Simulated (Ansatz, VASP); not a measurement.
## Fe3Co: VASP beside Ansatz

Contents of POSCAR:

```
Fe3Co
1.0
    4.0235794450      0.0000000000      0.0000000000
    0.0000000000      4.0235794450      0.0000000000
    0.0000000000      0.0000000000      2.8277051700
Fe Co
3 1
Direct
    0.5000000000      0.5000000000      0.0000000000
    0.5000000000      0.0000000000      0.5000000000
    0.0000000000      0.5000000000      0.5000000000
    0.0000000000      0.0000000000      0.0000000000
```

INCAR.step1

```
SYSTEM = Fe3Co
  PREC = Accurate
  ENCUT = 520
  ISMEAR = 0
  SIGMA = 0.1
  LREAL = .FALSE.
  LASPH = .TRUE.
  NELM = 80
  NBANDS = 24
  GGA = PE
  ALGO = Normal
  EDIFF = 1E-4
  LWAVE = .TRUE.
  LCHARG = .FALSE.
```

The input INCAR.step2:

```
SYSTEM = Fe3Co
  PREC = Accurate
  ENCUT = 520
  EDIFF = 1E-6
  ISMEAR = 0
  SIGMA = 0.1
  LREAL = .FALSE.
  LASPH = .TRUE.
  NELM = 80
  ALGO = Normal
  ISIF = 2
  LWAVE = .FALSE.
  LCHARG = .FALSE.
  METAGGA = R2SCAN
  LMIXTAU = .TRUE.
  NBANDS = 24
  ISTART = 1
```

KPOINTS

```
Automatic mesh
0
G
  10 10 14
  0 0 0
```

Input for Ansatz:

```yaml
crystal:
  lattice:
    - [4.023579445, 0.0, 0.0]
    - [0.0, 4.023579445, 0.0]
    - [0.0, 0.0, 2.82770517]
  atoms:
    - { symbol: Fe, position: [0.5, 0.5, 0.0] }
    - { symbol: Fe, position: [0.5, 0.0, 0.5] }
    - { symbol: Fe, position: [0.0, 0.5, 0.5] }
    - { symbol: Co, position: [0.0, 0.0, 0.0] }
basis:
  ecutwfc: 500
kpoints:
  mp_grid: { grid: [10, 10, 14] }
hamiltonian:
  xc: r2scan
scf:
  occupations: { method: gaussian, width: 0.1 }
  lower_state_search: "off"
output:
  forces: true
  stress: true
  eigenvalues: true
```

Alike in both runs: task single point; functional r2SCAN; k mesh 10 × 10 × 14; occupations gaussian, width 0.1 eV; no spin polarisation.

```csv
,VASP,Ansatz
version,VASP 6.6.1,Ansatz 0.2.0
potentials or method,"VASP PAW PBE potentials, release 64 (Fe, Co), cutoff 520 eV","scalar-relativistic, plane waves, PAW"
valence electrons in the cell,33,65
```

Ansatz gave:

* gap on the k mesh at the Fermi level (eV): none
* pressure (GPa): -26.6
* traceless stress, the component that is largest in VASP (GPa): 0.82

Task: What did VASP give for the same quantities?

Result: gap on the k mesh at the Fermi level (eV): none; pressure (GPa): -25.9; traceless stress, the component that is largest in VASP (GPa): 0.76.

VASP's potentials were made for PBE, not for r2SCAN. A gap of «none» marks a metal or a gap that the smearing closes. VASP's potentials hold 33 valence electrons a cell and Ansatz's 65, so a difference there can come from the potentials and not from the codes.
